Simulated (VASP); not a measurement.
# Al15BN16 (a cell with a defect) in VASP: electric field gradients with PBE

Aim: the electric field gradients of Al15BN16 (a cell with a defect) with PBE.

Everything below comes from runs of VASP 6.6.1. Logs are shortened: lines on timing, memory, paths and dates and some standing lists are left out, and cuts for length are marked.

**1. The cell of the first run**

The cell holds a defect, 32 atoms: a = 6.260 Å, b = 6.260 Å, c = 10.035 Å, α = 90.00°, β = 90.00°, γ = 120.00°.

**2. Electric field gradients, PBE, collinear spin**

File INCAR:

```
SYSTEM = Al15BN16
ALGO = Normal
EDIFF = 1E-8
ENCUT = 520
GGA = PE
ISIF = 2
ISMEAR = -1
ISPIN = 2
KPAR = 2
LASPH = .True.
LCHARG = .False.
LEFG = .True.
LORBIT = 11
LREAL = Auto
LWAVE = .False.
MAGMOM = 0 0 0 0 0 0 0 0 0 0 0 0 0 0 0 0 0.07 0.05 0.04 0.05 0.07 0.04 0.04 0.05 0.07 0.04 0.04 0.05 0.05 0.04 0.04 0.06
NBANDS = 90
NCORE = 2
NELECT = 127.0
NELM = 150
NUPDOWN = 1.0
PREC = Accurate
SIGMA = 0.01
```

File KPOINTS:

```
Automatic mesh
0
Gamma
  2 2 2
  0.5 0.5 0.5
```

File POSCAR:

```
Al15BN16
1.0
    6.2595139128      0.0000000578      0.0000000000
   -3.1297570064      5.4208980350      0.0000000000
    0.0000000000      0.0000000000     10.0348065929
Al B N
15 1 16
Direct
    0.3299859243      0.1689139709      0.2540656914
    0.3314880292      0.1675278555      0.7444100874
    0.1653838956      0.3332522520      0.9988742919
    0.3300973828      0.6610567572      0.2543774716
    0.1583329853      0.8291006411      0.5006584020
    0.3316783486      0.6627021656      0.7436096479
    0.1679039487      0.8345655188      1.0000614158
    0.8383691572      0.1690691754      0.2542927073
    0.6683840943      0.3400099928      0.5013216656
    0.8356243872      0.1672388997      0.7443993870
    0.6652824017      0.3314980153      0.9999690519
    0.8326421024      0.6668439851      0.2500975607
    0.6662595347      0.8305588428      0.5011312573
    0.8325631687      0.6659081220      0.7518129121
    0.6652154776      0.8349456929      0.9999179799
    0.1659231710      0.3319803836      0.5052736578
    0.3144143909      0.1842156864      0.4496909780
    0.1681154440      0.3326596665      0.1898543699
    0.3311421330      0.1695118552      0.9375070759
    0.1680640863      0.3313480465      0.6694826935
    0.3118893639      0.6346491149      0.4490745488
    0.1707364182      0.8339699515      0.1942779167
    0.3308180815      0.6668503056      0.9369929428
    0.1665584666      0.8312019940      0.6904750732
    0.8647157863      0.1877524381      0.4494570528
    0.6662079878      0.3293494240      0.1942266043
    0.8337265714      0.1693679782      0.9369206319
    0.6684234825      0.3329448601      0.6906017511
    0.8297116787      0.6686579002      0.4399193954
    0.6661279950      0.8338019810      0.1934898861
    0.8318521700      0.6685020025      0.9429292309
    0.6686567265      0.8312180807      0.6902527265
```

Potentials or basis: VASP PAW PBE potentials, release 64 (Al, B, N).

Run with:

```
$ cat potpaw_PBE.64/Al/POTCAR potpaw_PBE.64/B/POTCAR potpaw_PBE.64/N/POTCAR > POTCAR
$ mpirun -np 4 vasp_std > vasp.out
```

OUTCAR:

```text
SYSTEM = Al15BN16
   EDIFF = 1E-8
   ENCUT = 520
   GGA = PE
   ISIF = 2
   ISMEAR = -1
   ISPIN = 2
   LASPH = .True.
   LORBIT = 11
   LREAL = Auto
   NELECT = 127.0
   NELM = 150
   NUPDOWN = 1.0
   PREC = Accurate

 ion  position               nearest neighbor table
   1  0.330  0.169  0.254-  18 1.88  22 1.91  26 1.92  17 1.97   8 3.08   4 3.08   5 3.08   9 3.09
                             3 3.12   7 3.13  12 3.13  11 3.13  12 3.13   4 3.18   8 3.18
   2  0.331  0.168  0.744-  24 1.90  28 1.90  20 1.93  19 1.94   9 3.05   5 3.06   6 3.10  10 3.10
                             3 3.12  14 3.13  14 3.13   7 3.14  11 3.14  10 3.16   6 3.16
   3  0.165  0.333  0.999-  19 1.89  27 1.90  23 1.91  18 1.92   8 3.12  10 3.12   4 3.12   1 3.12
                             6 3.12   2 3.12  11 3.12  15 3.13   7 3.13   7 3.13  15 3.13  11 3.13
   4  0.330  0.661  0.254-  18 1.89  22 1.90  30 1.92  21 1.96  13 3.07   8 3.08   1 3.08   5 3.08
                             3 3.12  12 3.13  12 3.13  15 3.13   7 3.13   1 3.18   8 3.18
   5  0.158  0.829  0.501-  29 1.88  24 1.91  21 1.96  17 2.00   6 3.06   2 3.06   9 3.06  12 3.07
                            14 3.08   4 3.08  13 3.08   1 3.08  13 3.17   9 3.20
   6  0.332  0.663  0.744-  24 1.89  32 1.90  23 1.94  20 1.94  13 3.03   5 3.06   2 3.10  10 3.10
                             3 3.12  14 3.13  14 3.14  15 3.14   7 3.15  10 3.16   2 3.16
   7  0.168  0.835  0.000-  23 1.90  31 1.91  19 1.92  22 1.95  14 3.08  12 3.10  15 3.11  11 3.11
                             1 3.13   3 3.13   3 3.13   4 3.13   2 3.14  11 3.15  15 3.15   6 3.15
   8  0.838  0.169  0.254-  26 1.90  18 1.90  30 1.92  25 1.96   1 3.08   4 3.08  13 3.08   9 3.09
                             3 3.12  12 3.13  15 3.13  11 3.13  12 3.13   4 3.18   1 3.18
   9  0.668  0.340  0.501-  29 1.89  28 1.90  25 1.96  17 1.99   2 3.05  10 3.06   5 3.06  14 3.07
[... 16 lines left out ...]
  19  0.331  0.170  0.938-   3 1.89  11 1.92   7 1.92   2 1.94
  20  0.168  0.331  0.669-  16 1.65   2 1.93   6 1.94  10 1.95
  21  0.312  0.635  0.449-  16 1.74   4 1.96   5 1.96  13 1.99
[... 9 lines left out ...]
  31  0.832  0.669  0.943-  15 1.89   7 1.91  11 1.91  14 1.92
  32  0.669  0.831  0.690-  14 1.89  13 1.90  10 1.90   6 1.90

  LATTYP: Found a hexagonal cell.
 ALAT       =     6.2595139128
 C/A-ratio  =     1.6031287306

  Lattice vectors:

 A1 = (   6.2595139128,   0.0000000578,   0.0000000000)
 A2 = (  -3.1297570064,   5.4208980350,   0.0000000000)
 A3 = (   0.0000000000,   0.0000000000,  10.0348065929)

Analysis of symmetry for initial positions (statically):
=====================================================================
 Subroutine PRICEL returns:
 Original cell was already a primitive cell.

 Routine SETGRP: Setting up the symmetry group for a
 hexagonal supercell.

[... 2135 lines left out ...]
     -0.00778      1.80653     10.02351        -0.052552      0.161610      0.125316
     -0.00270      3.58352      2.55263         0.112039     -0.163346     -0.032055
     -1.60380      4.49447      5.02401        -0.048800      0.143310      0.125386
      0.00205      3.59244      7.46198         0.070752      0.024430      0.084322
[... 24 lines left out ...]
      3.11474      3.62388      9.46211         0.165649     -0.137663      0.064630
      1.58396      4.50595      6.92655        -0.207108      0.061805      0.019727
 -----------------------------------------------------------------------------------
    total drift:                               -0.006647      0.002740      0.020148

  FREE ENERGIE OF THE ION-ELECTRON SYSTEM (eV)
  ---------------------------------------------------
  free  energy   TOTEN  =      -244.2155100548 eV

  energy  without entropy=     -244.2126918506  energy(sigma->0) =     -244.21410095

 Electric field gradients (V/A^2)
---------------------------------------------------------------------
 ion       V_xx      V_yy      V_zz      V_xy      V_xz      V_yz
---------------------------------------------------------------------
   1      -6.702    -2.950     9.652     4.675     0.483    -0.581
   2      -1.565    -4.926     6.490    -2.247    -3.095     1.458
   3      -3.847    -0.291     4.138     1.287     0.156    -0.874
   4      -1.212    -6.484     7.696     2.117    -0.255     1.783
   5      -3.484     3.171     0.314     0.410    -9.167    -6.865
   6      -9.339     1.614     7.725     1.861    -0.470    -2.364
[... 24 lines left out ...]
  31      -2.559    -1.442     4.002     0.462     0.530    -0.237
  32      -0.884     0.980    -0.096     1.441     2.805    -1.585
---------------------------------------------------------------------

 Electric field gradients after diagonalization (V/A^2)
 (convention: |V_zz| > |V_xx| > |V_yy|)
----------------------------------------------------------------------
 ion       V_xx      V_yy      V_zz     asymmetry (V_yy - V_xx)/ V_zz
----------------------------------------------------------------------
   1       9.683     0.207    -9.890       0.958
   2      -6.052    -1.843     7.895       0.533
   3      -4.285    -0.020     4.305       0.991
   4      -7.435    -0.482     7.917       0.878
   5      11.742     0.380   -12.122       0.937
   6       8.595     1.052    -9.647       0.782
[... 24 lines left out ...]
  31      -2.775    -1.276     4.051       0.370
  32       2.437     1.762    -4.198       0.161
----------------------------------------------------------------------

           NMR quadrupolar parameters

 Cq : quadrupolar parameter    Cq=e*Q*V_zz/h
 eta: asymmetry parameters     (V_yy - V_xx)/ V_zz
 Q  : nuclear electric quadrupole moment in mb (millibarn)
----------------------------------------------------------------------
 ion       Cq(MHz)       eta       Q (mb)
----------------------------------------------------------------------
   1      -0.024       0.958       1.000
   2       0.019       0.533       1.000
   3       0.010       0.991       1.000
   4       0.019       0.878       1.000
   5      -0.029       0.937       1.000
   6      -0.023       0.782       1.000
[... 24 lines left out ...]
  31       0.010       0.370       1.000
  32      -0.010       0.161       1.000
----------------------------------------------------------------------

 total charge

# of ion       s       p       d       tot
------------------------------------------
    1        0.363   0.418   0.000   0.781
    2        0.362   0.416   0.000   0.778
    3        0.365   0.427   0.000   0.792
    4        0.363   0.418   0.000   0.782
    5        0.362   0.408   0.000   0.770
    6        0.362   0.416   0.000   0.778
[... 24 lines left out ...]
   31        1.224   2.603   0.000   3.827
   32        1.226   2.615   0.000   3.841
--------------------------------------------------
tot         25.598  48.636   0.000  74.235

 magnetization (x)

# of ion       s       p       d       tot
------------------------------------------
    1       -0.001   0.000   0.000  -0.001
    2       -0.001   0.001   0.000  -0.000
    3       -0.001   0.002   0.000   0.001
    4       -0.001   0.000   0.000  -0.001
    5       -0.001   0.000   0.000  -0.001
    6       -0.001   0.001   0.000  -0.000
[... 24 lines left out ...]
   31        0.001   0.037   0.000   0.037
   32        0.001   0.046   0.000   0.047
--------------------------------------------------
tot          0.000   0.720   0.000   0.720
```

Wall time 15 min (4 MPI ranks of Oxide Virtual Turin-like, shared host); peak memory 0.49 GiB.

What came out:

* Free energy: -244.2155 eV
* Largest force: 0.400 eV/Å
* Net moment: 1.00 μB per cell
* Site moments: Al -0.00, +0.00 (each value once); B -0.00; N +0.07, +0.05, +0.04, +0.06, +0.03 (each value once) μB
* Largest electric field gradient by atom: Al -9.9, +7.9, +4.3, -12.1, -9.6, +8.4, +8.6, -11.9, +8.3, +5.6, -14.9, -4.0, +7.5 (each value once); B -4.1; N +32.4, +4.4, +7.8, +29.9, +35.4, +8.0, +7.4, +3.6, +34.4, +8.1, +7.3, +3.4, +1.7, +7.6, +4.1, -4.2 V/Å²
* Valence electrons inside the program's atomic spheres: Al 0.78, 0.79, 0.77 (each value once); B 1.60; N 3.74, 3.84, 3.82, 3.79, 3.81, 3.86, 3.83 (each value once)

Forces in eV/Å, atoms in the order of the input:
```
Al   0.045  0.048  0.025
Al   0.175 -0.094  0.010
Al  -0.053  0.162  0.125
Al   0.112 -0.163 -0.032
Al  -0.049  0.143  0.125
Al   0.071  0.024  0.084
Al  -0.094  0.086 -0.027
Al   0.218  0.065  0.012
Al  -0.065 -0.015  0.025
Al   0.113 -0.040 -0.041
Al  -0.136  0.119  0.007
Al   0.138 -0.080 -0.083
Al  -0.120  0.174  0.013
Al   0.196 -0.033  0.014
Al  -0.127  0.034 -0.036
B   -0.091  0.039  0.163
N    0.086 -0.062 -0.095
N   -0.224  0.038 -0.153
N    0.150 -0.143 -0.059
N   -0.227  0.087 -0.150
N    0.342  0.026 -0.019
N   -0.202  0.057  0.008
N    0.184 -0.158 -0.005
N   -0.258  0.055 -0.022
N    0.149 -0.367 -0.054
N   -0.180  0.075  0.003
N    0.150 -0.136  0.028
N   -0.239  0.144  0.017
N    0.178 -0.111 -0.064
N   -0.203  0.103  0.095
N    0.166 -0.138  0.065
N   -0.207  0.062  0.020
```

Electric field gradients, principal values (V/Å²):
```
 atom    least   middle  greatest (by size)
 1 Al    0.207    9.683              -9.890
 2 Al   -1.843   -6.052               7.895
 3 Al   -0.020   -4.285               4.305
 4 Al   -0.482   -7.435               7.917
 5 Al    0.380   11.742             -12.122
 6 Al    1.052    8.595              -9.647
 7 Al   -2.096   -6.308               8.404
 8 Al   -1.846   -6.756               8.602
 9 Al    0.846   11.057             -11.903
10 Al    3.128    6.783              -9.911
11 Al   -2.002   -6.346               8.348
12 Al   -0.519   -5.127               5.646
13 Al    5.477    9.400             -14.877
14 Al    0.528    3.516              -4.044
15 Al   -1.691   -5.776               7.466
 16 B    0.667    3.469              -4.137
 17 N  -16.061  -16.322              32.383
 18 N   -1.239   -3.115               4.355
 19 N   -3.132   -4.698               7.830
 20 N  -13.576  -16.350              29.925
 21 N  -16.562  -18.859              35.421
 22 N   -3.554   -4.436               7.990
 23 N   -2.795   -4.654               7.449
 24 N   -0.254   -3.393               3.647
 25 N  -15.821  -18.605              34.426
 26 N   -3.491   -4.572               8.063
 27 N   -3.092   -4.175               7.267
 28 N   -0.088   -3.360               3.447
 29 N   -0.167   -1.541               1.708
 30 N   -1.885   -5.757               7.641
 31 N   -1.276   -2.775               4.051
 32 N    1.762    2.437              -4.198
```

Caveat: the k points lie up to 0.58 Å⁻¹ apart; the cell carries a net charge on a neutralising background, which shifts energy and pressure; without QUAD_EFG the Cq values of the log hold for a quadrupole moment of 1 mb, not for the nuclei; the total moment is fixed, so each spin has its own Fermi level and the state may be an excited one.
